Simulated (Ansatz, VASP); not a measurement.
**Mg2WN3: VASP beside Ansatz**

```
CELL_PARAMETERS angstrom
5.16756 0.00000 0.00000
-2.58378 4.47524 0.00000
0.00000 0.00000 2.90902
ATOMIC_POSITIONS crystal
Mg 0.66667 0.33333 0.00000
Mg 0.33333 0.66667 0.00000
W 0.00000 0.00000 0.00000
N 0.00000 0.50000 0.50000
N 0.50000 0.50000 0.50000
N 0.50000 0.00000 0.50000
```

Change from the starting cell: species swapped into the TbAl3Cu2 type (P6/mmm, No. 191).

Alike in both runs: task relaxation of cell and atoms; functional PBE; k mesh 12 × 12 × 12; occupations gaussian, width 0.1 eV; no spin polarisation.

```csv
,VASP,Ansatz
version,VASP 6.6.1,Ansatz 0.2.0
potentials or method,"VASP PAW PBE potentials, release 64 (Mg, W_sv, N), cutoff 600 eV","scalar-relativistic, plane waves, PAW"
valence electrons in the cell,33,49
```

```csv
,VASP,Ansatz,Ansatz less VASP
"gap on the k mesh at the Fermi level, each at its own relaxed structure (eV)",none,none,-
relaxed volume (Å³/atom),11.20,11.22,+0.025
relaxed cell length with the largest relative difference (Å),5.166,5.171,+0.0044
```

A gap of «none» marks a metal or a gap that the smearing closes. VASP's potentials hold 33 valence electrons a cell and Ansatz's 49, so a difference there can come from the potentials and not from the codes.

Spin-orbit coupling is off throughout.
